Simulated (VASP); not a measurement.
Input of a VASP 6.6.1 run:

The input POSCAR:

```
Ge
1.0
    4.0555834319      0.0000000000      0.0000000000
   -2.0277917160      3.5122382792      0.0000000000
    0.0000000000      0.0000000000      6.7017516230
Ge
4
Direct
    0.6666666667      0.3333333333      0.0629814339
    0.3333333333      0.6666666667      0.5629814339
    0.6666666667      0.3333333333      0.4370185661
    0.3333333333      0.6666666667      0.9370185661
```

File INCAR.step1:

```
SYSTEM = Ge
PREC = Accurate ; ENCUT = 520
ISMEAR = 0 ; SIGMA = 0.03
LREAL = .False. ; LASPH = .True.
NELM = 80 ; NBANDS = 36
GGA = PE ; ALGO = Normal
EDIFF = 1E-4 ; LWAVE = .True.
LCHARG = .False.
```

The input INCAR.step2:

```
SYSTEM = Ge
PREC = Accurate ; ENCUT = 520
EDIFF = 1E-7 ; ISMEAR = 0
SIGMA = 0.03 ; LREAL = .False.
LASPH = .True. ; NELM = 80
ALGO = Normal ; ISIF = 2
LWAVE = .False. ; LCHARG = .False.
METAGGA = R2SCAN ; LMIXTAU = .True.
NBANDS = 36 ; ISTART = 1
```

The input KPOINTS:

```
regular mesh
0
Gamma
  12 12 6
  0 0 0
```

Potentials or basis: VASP PAW PBE potentials, release 64 (Ge_d).

Command:

```bash
$ cat potpaw_PBE.64/Ge_d/POTCAR > POTCAR
$ cp INCAR.step1 INCAR
$ mpirun -np 1 vasp_std > vasp.out
$ cp INCAR.step2 INCAR
$ mpirun -np 1 vasp_std > vasp.out
```

Problem. What does it give for the pressure?

Solution. -2.8 GPa.

Problem. Predict the band gap on the k mesh.

Solution. 0.04 eV.

Problem. Estimate the largest force.

Solution. 0.013 eV/Å.

Forces in eV/Å, atoms in the order of the input:
```
Ge   0.000  0.000 -0.013
Ge   0.000  0.000 -0.013
Ge   0.000  0.000  0.013
Ge   0.000  0.000  0.013
```

Caveat: the cell differs from its parent crystal (strain +0.015 along x and y, +0.015 along z); the PAW data sets were made with another functional, which shifts forces and pressure a little. A k mesh can miss the band edges.
